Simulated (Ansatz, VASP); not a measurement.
# In7CoAs8: VASP beside Ansatz

File INCAR:

```
PREC = Accurate
ENCUT = 520
EDIFF = 1E-7
ISMEAR = 0
SIGMA = 0.05
LREAL = Auto
LASPH = T
NELM = 150
ALGO = Normal
ISIF = 2
LWAVE = F
LCHARG = F
ISPIN = 2
MAGMOM = 2.26 0 0 0 0 0 0 0 0.04 0.04 0.04 0 0.04 0 0 0
LORBIT = 11
LMAXMIX = 4
LDAU = T
LDAUTYPE = 2
LDAUL = 2 -1 -1
LDAUU = 6 0 0
LDAUJ = 0 0 0
LDAUPRINT = 1
GGA = PS
NBANDS = 88
```

KPOINTS

```
Automatic mesh
0
Gamma
  3 3 3
```

File POSCAR:

```
In7CoAs8
1.0
    0.0000000000      6.0580000000      6.0580000000
    6.0580000000      0.0000000000      6.0580000000
    6.0580000000      6.0580000000      0.0000000000
Co In As
1 7 8
Direct
    0.0000000000      0.0000000000      1.0000000000
    0.0033947217      0.0033947217      0.4966052783
    0.0033947217      0.4966052783      0.0033947217
    0.0033947217      0.4966052783      0.4966052783
    0.4966052783      0.0033947217      0.0033947217
    0.4966052783      0.0033947217      0.4966052783
    0.4966052783      0.4966052783      0.0033947217
    0.5000000000      0.5000000000      0.5000000000
    0.1172760432      0.1172760432      0.1172760432
    0.1172760432      0.1172760432      0.6481718705
    0.1172760432      0.6481718705      0.1172760432
    0.1236636802      0.6254454399      0.6254454399
    0.6481718705      0.1172760432      0.1172760432
    0.6254454399      0.1236636802      0.6254454399
    0.6254454399      0.6254454399      0.1236636802
    0.6254454399      0.6254454399      0.6254454399
```

Input for Ansatz:

```yaml
crystal:
  lattice:
    - [0.0, 6.058, 6.058]
    - [6.058, 0.0, 6.058]
    - [6.058, 6.058, 0.0]
  atoms:
    - { symbol: Co, position: [0.0, 0.0, 1.0], spin: 2.0 }
    - { symbol: In, position: [0.0033947217, 0.0033947217, 0.4966052783] }
    - { symbol: In, position: [0.0033947217, 0.4966052783, 0.0033947217] }
    - { symbol: In, position: [0.0033947217, 0.4966052783, 0.4966052783] }
    - { symbol: In, position: [0.4966052783, 0.0033947217, 0.0033947217] }
    - { symbol: In, position: [0.4966052783, 0.0033947217, 0.4966052783] }
    - { symbol: In, position: [0.4966052783, 0.4966052783, 0.0033947217] }
    - { symbol: In, position: [0.5, 0.5, 0.5] }
    - { symbol: As, position: [0.1172760432, 0.1172760432, 0.1172760432] }
    - { symbol: As, position: [0.1172760432, 0.1172760432, 0.6481718705] }
    - { symbol: As, position: [0.1172760432, 0.6481718705, 0.1172760432] }
    - { symbol: As, position: [0.1236636802, 0.6254454399, 0.6254454399] }
    - { symbol: As, position: [0.6481718705, 0.1172760432, 0.1172760432] }
    - { symbol: As, position: [0.6254454399, 0.1236636802, 0.6254454399] }
    - { symbol: As, position: [0.6254454399, 0.6254454399, 0.1236636802] }
    - { symbol: As, position: [0.6254454399, 0.6254454399, 0.6254454399] }
basis:
  ecutwfc: 420
  ecutrho_ratio: 4
kpoints:
  mp_grid: { grid: [3, 3, 3] }
hamiltonian:
  xc: pbesol
  hubbard:
    sites:
      - { site: 0, l: d, u_eff: 6.0, starting_ns: [{ spin: up, occupation_matrix: s0up }, { spin: down, occupation_matrix: s0down }] }
    occupation_matrices:
      s0up:
        matrix:
          - [0.02, 0.0, 0.0, 0.0, 0.0]
          - [0.0, 0.97, 0.0, 0.0, 0.0]
          - [0.0, 0.0, 0.97, 0.0, 0.0]
          - [0.0, 0.0, 0.0, 0.97, 0.0]
          - [0.0, 0.0, 0.0, 0.0, 0.97]
      s0down:
        matrix:
          - [0.02, 0.0, 0.0, 0.0, 0.0]
          - [0.0, 0.02, 0.0, 0.0, 0.0]
          - [0.0, 0.0, 0.97, 0.0, 0.0]
          - [0.0, 0.0, 0.0, 0.02, 0.0]
          - [0.0, 0.0, 0.0, 0.0, 0.97]
    ns_hold: { iters: 5 }
scf:
  occupations: { method: gaussian, width: 0.05 }
  lower_state_search: "off"
  max_iter: 150
output:
  forces: true
  stress: true
  eigenvalues: true
  populations: true
  hubbard: { sites: [{ site: 0, l: d }] }
magnetization:
  spin_polarized: true
```

Alike in both runs: task single point; functional PBEsol; k mesh 3 × 3 × 3; occupations gaussian, width 0.05 eV; collinear spin; Hubbard terms Co d U = 6.0 eV.

|  | VASP | Ansatz |
| --- | --- | --- |
| version | VASP 6.6.1 | Ansatz 0.2.0 |
| potentials or method | VASP PAW PBE potentials, release 64 (Co, In_d, As), cutoff 520 eV | scalar-relativistic, plane waves, PAW |
| valence electrons in the cell | 140 | 228 |

|  | VASP | Ansatz | Ansatz less VASP |
| --- | --- | --- | --- |
| gap on the k mesh at the Fermi level (eV) | none | none | - |
| pressure (GPa) | -1.0 | -1.1 | -0.08 |
| rms of the force components (eV/Å) | 0.077 | 0.032 | -0.0449 |
| net moment per atom (μB) | 0.13 | 0.16 | +0.030 |
| size of the moment on the site where the two differ most (μB) | 2.58 | 2.05 | -0.525 |

VASP's potentials were made for PBE, not for PBEsol. Site moments also hang on the region over which each program counts them. The programs project onto different local orbitals, so the same U acts differently, and such runs can settle in different states. Atom by atom the forces differ by 0.045 eV/Å (rms over components). A gap of «none» marks a metal or a gap that the smearing closes. VASP's potentials hold 140 valence electrons a cell and Ansatz's 228, so a difference there can come from the potentials and not from the codes. Ansatz's warnings: filled band counts differ across k points, specified occupation not kept, symmetry narrowed by occupation matrices.
